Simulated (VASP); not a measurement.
Crystal: Ge.

```
Ge
1.0
     0.00000    2.13851    2.13851
     2.13851    0.00000    2.13851
     2.13851    2.13851    0.00000
Ge
1
Direct
  0.00000 0.00000 0.00000
```

Program: VASP 6.6.1. Alike in all runs: task single point; level PBE; potentials or basis VASP PAW PBE potentials, release 64 (Ge_d); cell as given; cutoff (eV) 520; smearing fermi-dirac 0.1 eV. Hardware: 1 thread of Intel Xeon 8259CL, on a shared host.

Q: Order these runs on this cell by their wall time, lowest first.
A. spin off; k mesh 7 × 7 × 7
B. spin non-collinear, zero start, SOC; k mesh 13 × 13 × 13
C. spin off; k mesh 14 × 14 × 14

A: A (8.5 s), C (23 s), B (120 s).

Caveats: some runs use coarse meshes.
